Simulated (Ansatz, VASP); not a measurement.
Two plane-wave programs on SiC

```
Si C
1.0
     0.00000    2.18985    2.18985
     2.18985    0.00000    2.18985
     2.18985    2.18985    0.00000
Si C
1 1
Direct
  0.00000 0.00000 0.00000
  0.25000 0.25000 0.25000
```

Alike in both runs: functional PBE; k mesh 10 × 10 × 10; no spin polarisation.

Ansatz relaxed the structure, and its values are those at the end. VASP's run is a single point on that final structure, the one shown.

```csv
,VASP,Ansatz
version,VASP 6.6.1,Ansatz 0.2.0
potentials or method,"VASP PAW PBE potentials, release 64 (Si, C), cutoff 520 eV","scalar-relativistic, plane waves, PAW"
occupations,"gaussian, width 0.01 eV",fixed
valence electrons in the cell,8,8
```

```csv
,VASP,Ansatz,Ansatz less VASP
gap on the k mesh at the Fermi level (eV),1.37,1.37,+0.002
least direct gap on the mesh (eV),4.53,4.53,+0.003
pressure (GPa),0.0,0.0,+0.04
```
